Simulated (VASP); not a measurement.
Write the native input for VASP 6.6.1 that does the following.

```
Task                               : single point
Functional                         : B3LYP
Potentials or basis                : VASP PAW PBE potentials, release 64 (Au)
Cutoff                             : 520 eV
k mesh                             : 6 × 6 × 6
Occupations                        : fermi-dirac, width 0.05 eV
Spin                               : no spin polarisation
Dipole correction                  : no
Grid for exact exchange (PRECFOCK) : Normal
Further INCAR settings             : ALGO = Normal; EDIFF = 1e-07; NBANDS = 12
Share of exact exchange            : 0.2
```

Crystal: Au.

```xyz
1
Lattice="0.0000 1.9935 1.9935 1.9935 0.0000 1.9935 1.9935 1.9935 0.0000" Properties=species:S:1:pos:R:3 pbc="T T T"
Au    0.0000    0.0000    0.0000
```

The input as run:

POSCAR

```
Au
1.0
    0.0000000000      1.9934577312      1.9934577312
    1.9934577312      0.0000000000      1.9934577312
    1.9934577312      1.9934577312      0.0000000000
Au
1
Direct
    0.0000000000      0.0000000000      0.0000000000
```

INCAR.step1

```
  PREC = Accurate
  ENCUT = 520
  EDIFF = 1E-5
  ISMEAR = -1
  SIGMA = 0.05
  LREAL = False
  LASPH = True
  NELM = 80
  ALGO = Normal
  ISIF = 2
  LWAVE = True
  LCHARG = False
  GGA = PE
  NBANDS = 12
```

INCAR.step2

```
  PREC = Accurate
  ENCUT = 520
  EDIFF = 1E-7
  ISMEAR = -1
  SIGMA = 0.05
  LREAL = False
  LASPH = True
  NELM = 80
  ALGO = Normal
  ISIF = 2
  LWAVE = False
  LCHARG = False
  GGA = B3
  LHFCALC = True
  AEXX = 0.2
  AGGAX = 0.72
  AGGAC = 0.81
  ALDAC = 0.19
  PRECFOCK = Normal
  ISTART = 1
  NBANDS = 12
```

KPOINTS

```
regular mesh
0
Gamma
  6 6 6
```

Potentials or basis: VASP PAW PBE potentials, release 64 (Au).

Run with:

```bash
$ cat potpaw_PBE.64/Au/POTCAR > POTCAR
$ cp INCAR.step1 INCAR
$ mpirun -np 1 vasp_std > vasp.out
$ cp INCAR.step2 INCAR
$ mpirun -np 1 vasp_std > vasp.out
```

Results of the run:

| Quantity | Value |
| --- | --- |
| Pressure | 36.0 GPa |
| Band gap on the k mesh | zero (an odd number of electrons rules out a gap without spin polarisation) |

Caveat: the k points lie up to 0.45 Å⁻¹ apart, too coarse for converged energies and pressures of a metal; the PAW data sets were made with another functional, which shifts forces and pressure a little; spin-orbit coupling is left out, which moves the levels of the heavy elements.

Run time: 5.1 min on 1 thread of AMD EPYC 9R45 96-Core Processor (Zen 5), on a shared host, peak memory 0.13 GiB.
